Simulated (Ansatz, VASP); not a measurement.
One calculation of CdSe4, two programs

The input INCAR:

```
ALGO = Normal
EDIFF = 1E-7
EDIFFG = -0.025
ENCUT = 600
GGA = PE
IBRION = 2
ISIF = 3
ISMEAR = 0
LASPH = True
LCHARG = False
LREAL = False
LWAVE = False
NELM = 80
NSW = 80
PREC = Accurate
SIGMA = 0.1
```

KPOINTS

```
k-points
0
Gamma
  4 2 2
```

POSCAR

```
CdSe4
1.0
   -0.0832245045     -5.4664609752     -0.0120670358
   -6.6595939369     -0.0976924106      0.1181208042
    2.2318616889      0.0147337623     -8.1452834893
Cd Se
2 8
Direct
    0.4759908707      0.0116310744      0.4708135359
    0.9864811239      1.0037627964      0.9860572358
    0.5984861511      0.3156649998      0.9116281408
    0.4255418190      0.6582768482      0.1029644198
    0.8367077525      0.8077778885      0.2080083155
    0.1915856360      0.2084961009      0.8153772768
    0.0392754967      0.6558481670      0.5760286794
    0.9434467277      0.3286617004      0.4404949092
    0.3159721526      0.1967502796      0.3091780416
    0.6865122696      0.8131301449      0.6794494452
```

Input for Ansatz:

```yaml
crystal:
  lattice:
    - [-0.0832245045, -5.4664609752, -0.0120670358]
    - [-6.6595939369, -0.0976924106, 0.1181208042]
    - [2.2318616889, 0.0147337623, -8.1452834893]
  atoms:
    - { symbol: Cd, position: [0.4759908707, 0.0116310744, 0.4708135359] }
    - { symbol: Cd, position: [0.9864811239, 1.0037627964, 0.9860572358] }
    - { symbol: Se, position: [0.5984861511, 0.3156649998, 0.9116281408] }
    - { symbol: Se, position: [0.425541819, 0.6582768482, 0.1029644198] }
    - { symbol: Se, position: [0.8367077525, 0.8077778885, 0.2080083155] }
    - { symbol: Se, position: [0.191585636, 0.2084961009, 0.8153772768] }
    - { symbol: Se, position: [0.0392754967, 0.655848167, 0.5760286794] }
    - { symbol: Se, position: [0.9434467277, 0.3286617004, 0.4404949092] }
    - { symbol: Se, position: [0.3159721526, 0.1967502796, 0.3091780416] }
    - { symbol: Se, position: [0.6865122696, 0.8131301449, 0.6794494452] }
basis:
  ecutwfc: 420
kpoints:
  mp_grid: { grid: [4, 2, 2] }
hamiltonian:
  xc: pbe
scf:
  occupations: { method: gaussian, width: 0.1 }
  lower_state_search: "off"
output:
  forces: true
  stress: true
  eigenvalues: true
relax:
  adjacent_minimum: "off"
  f_tol: 0.025
  max_steps: 60
  cell: { stress_tol: 0.25 }
```

Change from the starting cell: cell x1, atoms moved at random (sigma 0.1 Å) and cell strained at random (1.5 %), then relaxed without symmetry.

Alike in both runs: task relaxation of cell and atoms; functional PBE; k mesh 4 × 2 × 2; occupations gaussian, width 0.1 eV; no spin polarisation.

|  | VASP | Ansatz |
| --- | --- | --- |
| version | VASP 6.6.1 | Ansatz 0.2.0 |
| potentials or method | VASP PAW PBE potentials, release 64 (Cd, Se), cutoff 600 eV | scalar-relativistic, plane waves, PAW |
| valence electrons in the cell | 72 | 168 |

|  | VASP | Ansatz | Ansatz less VASP |
| --- | --- | --- | --- |
| gap on the k mesh at the Fermi level, each at its own relaxed structure (eV) | 0.70 | 0.67 | -0.030 |
| relaxed volume (Å³/atom) | 30.02 | 31.05 | +1.022 |
| relaxed cell length with the largest relative difference (Å) | 8.436 | 8.937 | +0.5002 |

One of these differences is far larger than is usual between the two programs; its cause wasn't traced. VASP's potentials hold 72 valence electrons a cell and Ansatz's 168, so a difference there can come from the potentials and not from the codes.

The k mesh is coarse, so the values compare programs but aren't converged.
